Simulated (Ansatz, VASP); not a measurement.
BN in VASP and in Ansatz

Contents of INCAR:

```
SYSTEM = BN
  ALGO = Normal
  EDIFF = 1E-6
  ENCUT = 600
  GGA_COMPAT = .False.
  ISIF = 2
  ISMEAR = 0
  LASPH = .True.
  LCHARG = .False.
  LREAL = .False.
  LWAVE = .False.
  NBANDS = 11
  NELM = 120
  PREC = Accurate
  SIGMA = 0.05
```

File KPOINTS:

```
k-points
0
Gamma
  12 12 12
  0 0 0
```

POSCAR

```
BN
1.0
    1.2010769119      0.6934420784      3.3729344033
   -1.2010769119      0.6934420784      3.3729344033
    0.0000000000     -1.3868841568      3.3729344033
B N
1 1
Direct
    0.9996712000      0.9996712000      0.9996712000
    0.3327618000      0.3327618000      0.3327618000
```

Input for Ansatz:

```yaml
crystal:
  lattice:
    - [1.2010769119, 0.6934420784, 3.3729344033]
    - [-1.2010769119, 0.6934420784, 3.3729344033]
    - [0.0, -1.3868841568, 3.3729344033]
  atoms:
    - { symbol: B, position: [0.9996712, 0.9996712, 0.9996712] }
    - { symbol: "N", position: [0.3327618, 0.3327618, 0.3327618] }
basis:
  ecutwfc: 420
kpoints:
  mp_grid: { grid: [12, 12, 12] }
hamiltonian:
  xc: lda
scf:
  occupations: { method: gaussian, width: 0.05 }
output:
  forces: true
  stress: true
  eigenvalues: true
```

Change from the starting cell: strain -0.040 along x and y, +0.000 along z, atoms carried along.

Alike in both runs: task single point; functional LDA; k mesh 12 × 12 × 12; occupations gaussian, width 0.05 eV; no spin polarisation.

|  | VASP | Ansatz |
| --- | --- | --- |
| version | VASP 6.6.1 | Ansatz 0.2.0 |
| potentials or method | VASP PAW LDA potentials, release 64 (B, N), cutoff 600 eV | scalar-relativistic, plane waves, PAW |
| valence electrons in the cell | 8 | 8 |

```csv
,VASP,Ansatz,Ansatz less VASP
gap on the k mesh at the Fermi level (eV),4.30,4.32,+0.019
least direct gap on the mesh (eV),4.84,4.86,+0.012
pressure (GPa),30.1,29.8,-0.33
"traceless stress, the component that is largest in VASP (GPa)",-31.36,-30.76,+0.595
rms of the force components (eV/Å),0.004,0.004,0.0000
```

LDA's correlation is that of Perdew and Zunger in VASP and of Perdew and Wang (1992) in Ansatz. Atom by atom the forces differ by 0.000 eV/Å (rms over components). Both programs put the cell under a high pressure, so it lies far from rest at this level.
